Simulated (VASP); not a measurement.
Wanted: the native input for a VASP 6.6.1 run.

| Property | Result |
| --- | --- |
| Task | single point |
| Functional | PBE |
| Potentials or basis | VASP PAW PBE potentials, release 64 (Ta_pv, O) |
| Cutoff | 520 eV |
| k mesh | 16 × 16 × 8 |
| Occupations | gaussian, width 0.15 eV |
| Spin | no spin polarisation |
| Dipole correction | no |
| Further INCAR settings | ALGO = Normal; EDIFF = 1e-06; NBANDS = 33 |

The structure of Ta4O lies in POSCAR:

```
Ta4O
1.0
    3.0627965929      0.0000000000      0.0000000000
    0.0000000000      3.0627965929      0.0000000000
    0.0000000000      0.0000000000      8.3511903540
Ta O
4 1
Direct
    0.0000000000      0.0000000000      0.5000000000
    0.5000000000      0.5000000000      0.7829127297
    0.5000000000      0.5000000000      0.2170872703
    0.0000000000      0.0000000000      0.0000000000
    0.5000000000      0.5000000000      0.5000000000
```

This cell differs from its parent crystal: ratio of the length along z to the lengths across it x 1.2, volume and fractional coordinates fixed.

One way to write it, as run:

INCAR

```
SYSTEM = Ta4O
PREC = Accurate
ENCUT = 520
EDIFF = 1E-6
ISMEAR = 0
SIGMA = 0.15
LREAL = .FALSE.
LASPH = .TRUE.
NELM = 60
ALGO = Normal
ISIF = 2
LWAVE = .FALSE.
LCHARG = .FALSE.
GGA = PE
NBANDS = 33
```

KPOINTS

```
regular mesh
0
G
  16 16 8
  0 0 0
```

Potentials or basis: VASP PAW PBE potentials, release 64 (Ta_pv, O).

Command:

```sh
$ cat potpaw_PBE.64/Ta_pv/POTCAR potpaw_PBE.64/O/POTCAR > POTCAR
$ mpirun -np 1 vasp_std > vasp.out
```

Results of the run:

- Pressure: 3.1 GPa
- Largest force: 1.094 eV/Å
- Band gap on the k mesh: zero (bands 25 and 26 overlap by 0.68 eV)

Caveat: the stress differs along the axes, from -7 to 8 GPa; spin-orbit coupling is left out, which moves the levels of the heavy elements; forces of over 1 eV/Å act on the atoms, so gaps and moduli don't describe the material at rest.

It took 3.5 min on 1 thread of Intel(R) Xeon(R) 6975P-C (Granite Rapids), with other jobs on the host, peak memory 0.52 GiB.
